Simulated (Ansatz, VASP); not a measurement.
# Rb in VASP and in Ansatz

```xyz
2
Lattice="2.2885 -4.3297 0.0000 2.2885 4.3297 0.0000 0.0000 0.0000 8.0429" Properties=species:S:1:pos:R:3 pbc="T T T"
Rb    2.2885   -2.9096    6.0321
Rb    2.2885    2.9096    2.0107
```

Change from the starting cell: normal strain along x -0.0750, normal strain along z +0.0000.

Alike in both runs: task single point; functional PBE; dispersion D3(BJ); k mesh 10 × 10 × 6; occupations gaussian, width 0.15 eV; no spin polarisation.

|  | VASP | Ansatz |
| --- | --- | --- |
| version | VASP 6.6.1 | Ansatz 0.2.0 |
| potentials or method | VASP PAW PBE potentials, release 64 (Rb_sv), cutoff 520 eV | scalar-relativistic, plane waves, PAW |
| valence electrons in the cell | 18 | 18 |

|  | VASP | Ansatz | Ansatz less VASP |
| --- | --- | --- | --- |
| gap on the k mesh at the Fermi level (eV) | none | none | - |
| pressure (GPa) | 0.3 | 0.3 | 0.00 |
| traceless stress, the component that is largest in VASP (GPa) | 0.23 | 0.23 | 0.000 |
| rms of the force components (eV/Å) | 0.010 | 0.010 | +0.0002 |

Atom by atom the forces differ by 0.000 eV/Å (rms over components). A gap of «none» marks a metal or a gap that the smearing closes.
